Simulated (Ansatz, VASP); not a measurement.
This is a calculation of InAs for Ansatz 0.2.0.

The input input.yaml:

```yaml
crystal:
  lattice:
    - [0.0, 3.018, 3.018]
    - [3.018, 0.0, 3.018]
    - [3.018, 3.018, 0.0]
  atoms:
    - { symbol: In, position: [0.0, 0.0, 0.0] }
    - { symbol: As, position: [0.75, 0.75, 0.75] }
kpoints:
  mp_grid: { grid: [5, 5, 5] }
scf:
  occupations: { method: fermi_dirac, width: 0.04 }
hamiltonian:
  xc: pbe
  pseudopotentials: { kind: all_electron, lapw: { basis_error: 0.002 } }
output:
  forces: true
  stress: true
  eigenvalues: true
```

Potentials or basis: all-electron LAPW, scalar-relativistic.

Command:

```bash
$ ansatz run input.yaml --threads 1 --pin off --max-ram 3072MiB --backend cpu --events-out ev --progress --plain --runs-dir out
```

Q: Set up the same calculation for VASP 6.6.1. Potentials there: VASP PAW PBE potentials, release 64 (In_d, As).

A: As run (the cutoff follows the program's own potentials):

INCAR

```
SYSTEM = InAs
PREC = Accurate
ENCUT = 520
EDIFF = 1E-6
ISMEAR = -1
SIGMA = 0.04
LREAL = .False.
LASPH = .True.
NELM = 60
ALGO = Normal
ISIF = 2
LWAVE = .False.
LCHARG = .True.
GGA = PE
LELF = .True.
LVHAR = .True.
NBANDS = 16
```

Contents of KPOINTS:

```
regular mesh
0
Gamma
  5 5 5
  0 0 0
```

The input POSCAR:

```
InAs
1.0
    0.0000000000      3.0180000000      3.0180000000
    3.0180000000      0.0000000000      3.0180000000
    3.0180000000      3.0180000000      0.0000000000
In As
1 1
Direct
    0.0000000000      0.0000000000      0.0000000000
    0.7500000000      0.7500000000      0.7500000000
```

Potentials or basis: VASP PAW PBE potentials, release 64 (In_d, As).

Run with:

```sh
$ cat potpaw_PBE.64/In_d/POTCAR potpaw_PBE.64/As/POTCAR > POTCAR
$ mpirun -np 1 vasp_std > vasp.out
```

Both were run:

|  | VASP | Ansatz | Ansatz less VASP |
| --- | --- | --- | --- |
| gap on the k mesh at the Fermi level (eV) | none | none | - |
| pressure (GPa) | 4.5 | 4.5 | -0.05 |

A gap of «none» marks a metal or a gap that the smearing closes. Ansatz ran all-electron here, and VASP with PAW potentials.

The k mesh is coarse, so the values compare programs but aren't converged. Noted on Ansatz's run: the k mesh is thin for a metal, which can move the energy by tens of meV per atom.
